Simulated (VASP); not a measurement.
Set up this calculation in VASP 6.6.1, as the native input.

```
Task                      : relaxation of the atoms
Functional                : PBEsol
Potentials or basis       : VASP PAW PBE potentials, release 64 (Mo_sv, C)
Cutoff                    : 520 eV
k mesh                    : 9 × 9 × 1
Occupations               : gaussian, width 0.1 eV
Spin                      : no spin polarisation
Dipole correction         : yes
Atoms held fixed (from 0) : [0, 1, 2, 3, 4]
Further INCAR settings    : ALGO = Fast; EDIFF = 1e-06; IBRION = 2; EDIFFG = -0.025; NSW = 36
```

The structure of Mo4C lies in POSCAR:

```
Mo4C
1.0
    3.1294301618      0.0000000000      0.0000000000
    0.0000000000      3.1294301618      0.0000000000
    0.0000000000      0.0000000000     20.0433475010
Mo C
4 1
Selective dynamics
Direct
    0.5000000000      0.5000000000      0.1995674625  F F F
    0.0000000000      0.0000000000      0.2776340170  F F F
    0.5000000000      0.5000000000      0.3579998479  F F F
    0.0000000000      0.0000000000      0.4262435454  F F F
    0.2500000000      0.5000000000      0.4761354110  F F T
```

These files were run (other wordings do the same):

INCAR

```
SYSTEM = Mo4C
PREC = Accurate
ENCUT = 520
EDIFF = 1E-6
ISMEAR = 0
SIGMA = 0.1
LREAL = .False.
LASPH = .True.
NELM = 100
ALGO = Fast
ISIF = 2
LWAVE = .False.
LCHARG = .False.
LDIPOL = .True.
IDIPOL = 3
DIPOL = 0.5 0.5 0.348
GGA = PS
IBRION = 2
NSW = 36
EDIFFG = -0.025
```

KPOINTS

```
regular mesh
0
Gamma
  9 9 1
  0 0 0
```

Potentials or basis: VASP PAW PBE potentials, release 64 (Mo_sv, C).

Command:

```sh
$ cat potpaw_PBE.64/Mo_sv/POTCAR potpaw_PBE.64/C/POTCAR > POTCAR
$ mpirun -np 1 vasp_std > vasp.out
```

It gave:

- Energy gained by relaxing: 39.7 meV/atom
- Ionic steps: 3
- Band gap on the k mesh: zero (bands 30 and 31 overlap by 1.26 eV)

Run time: 11 min on 1 thread of Oxide Virtual Turin-like Processor, on a shared host, peak memory 0.34 GiB.
